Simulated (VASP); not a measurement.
Runs of VASP 6.6.1 on Zr. The structure is that of space group P6/mmm (No. 191), or close to it. The cells are those of the table. 

```csv
task,cell,k mesh,cutoff (eV),gap on the mesh (eV),pressure (GPa)
single point,"a = 5.363, b = 5.363, c = 3.288 Å, angles 90.0, 90.0, 120.0°, 3 atoms",6 × 6 × 6,520,none,(a)
relaxation of cell and atoms,"relaxed from a = 5.363, b = 5.363, c = 3.288 Å, angles 90.0, 90.0, 120.0°, 3 atoms",6 × 6 × 6,600,none,0.0
single point,"a = 5.038, b = 5.038, c = 3.158 Å, angles 90.0, 90.0, 120.0°, 3 atoms",12 × 12 × 14,520,none,0.0
single point,"a = 5.030, b = 5.030, c = 3.167 Å, angles 90.0, 90.0, 120.0°, 3 atoms",6 × 6 × 6,520,none,-0.1
```

Alike in all rows: level r2SCAN; potentials or basis VASP PAW PBE potentials, release 64 (Zr_sv); no spin polarisation; smearing gaussian 0.1 eV.

Task: Fill in the values left out.

Result: (a) -12.0.

Caveats: the PAW data sets were made with another functional, which shifts forces and pressure a little.

A k mesh can miss the band edges, and the runs leave out spin-orbit coupling on Zr.

A gap of «none» marks levels without a gap at the run's occupations.
